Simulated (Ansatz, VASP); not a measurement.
# Two plane-wave programs on Ba

The input INCAR:

```
SYSTEM = Ba
PREC     = Accurate       ! precision mode
ENCUT    = 520            ! plane-wave cutoff, eV
EDIFF    = 1E-6           ! SCF threshold, eV
ISMEAR   = 0              ! smearing method
SIGMA    = 0.15           ! smearing width, eV
LREAL    = .FALSE.        ! projectors in reciprocal space
LASPH    = .TRUE.         ! aspherical terms in the spheres
NELM     = 100            ! most SCF steps
ALGO     = Fast           ! electronic algorithm
ISIF     = 2              ! what is computed and relaxed
LWAVE    = .FALSE.        ! write WAVECAR
LCHARG   = .FALSE.        ! write CHGCAR
NBANDS   = 11             ! bands
```

The input KPOINTS:

```
Automatic mesh
0
G
  14 14 8
  0 0 0
```

Contents of POSCAR:

```
Ba
1.0
    1.9550000000     -3.6500000000      0.0365000000
    1.9550000000      3.6500000000     -0.0365000000
    0.0000000000     -0.0570000000      5.7000000000
Ba
1
Direct
    0.0000000000      0.0000000000      0.0000000000
```

Input for Ansatz:

```yaml
crystal:
  lattice:
    - [1.955, -3.65, 0.0365]
    - [1.955, 3.65, -0.0365]
    - [0.0, -0.057, 5.7]
  atoms:
    - { symbol: Ba, position: [0.0, 0.0, 0.0] }
basis:
  ecutwfc: 420
kpoints:
  mp_grid: { grid: [14, 14, 8] }
hamiltonian:
  xc: lda
scf:
  occupations: { method: gaussian, width: 0.15 }
output:
  forces: true
  stress: true
  eigenvalues: true
```

Change from the starting cell: strain -0.0200 x Voigt [0, 0, 0, 1, 0, 0], atoms carried along.

Alike in both runs: task single point; functional LDA; k mesh 14 × 14 × 8; occupations gaussian, width 0.15 eV; no spin polarisation.

```csv
,VASP,Ansatz
version,VASP 6.6.1,Ansatz 0.2.0
potentials or method,"VASP PAW LDA potentials, release 64 (Ba_sv), cutoff 520 eV","scalar-relativistic, plane waves, PAW"
valence electrons in the cell,10,10
```

```tsv
	VASP	Ansatz	Ansatz less VASP
gap on the k mesh at the Fermi level (eV)	none	none	-
pressure (GPa)	-0.3	-0.3	-0.02
traceless stress, the component that is largest in VASP (GPa)	-1.97	-1.93	+0.041
```

LDA's correlation is that of Perdew and Zunger in VASP and of Perdew and Wang (1992) in Ansatz. A gap of «none» marks a metal or a gap that the smearing closes.

Neither program's run includes spin-orbit coupling.
